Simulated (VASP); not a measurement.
A run of VASP 6.6.1:

The input INCAR:

```
ALGO = Normal
EDIFF = 1E-6
ENCUT = 520
GGA = PS
ISIF = 2
ISMEAR = 0
LASPH = True
LCHARG = False
LREAL = False
LWAVE = False
NBANDS = 28
NELM = 60
PREC = Accurate
SIGMA = 0.1
```

The input KPOINTS:

```
k-points
0
Gamma
  12 12 12
```

File POSCAR:

```
YP2Pd2
1.0
   -2.0696423507      2.0696423507      4.9588374731
    2.0696423507     -2.0696423507      4.9588374731
    2.0696423507      2.0696423507     -4.9588374731
Y P Pd
1 2 2
Direct
    0.0000000000      0.0000000000      0.0000000000
    0.3869008088      0.3869008088      0.0000000000
    0.6130991912      0.6130991912      0.0000000000
    0.7500000000      0.2500000000      0.5000000000
    0.2500000000      0.7500000000      0.5000000000
```

Potentials or basis: VASP PAW PBE potentials, release 64 (Y_sv, P, Pd).

Run with:

```sh
$ cat potpaw_PBE.64/Y_sv/POTCAR potpaw_PBE.64/P/POTCAR potpaw_PBE.64/Pd/POTCAR > POTCAR
$ mpirun -np 1 vasp_std > vasp.out
```

Hardware: 1 thread of Oxide Virtual Turin-like Processor (shared host).

How long does it take, and how much memory?

It took 21 min on 1 thread of Oxide Virtual Turin-like Processor, on a shared host, peak memory 0.61 GiB. Counts: scf iterations 14, k points 163.
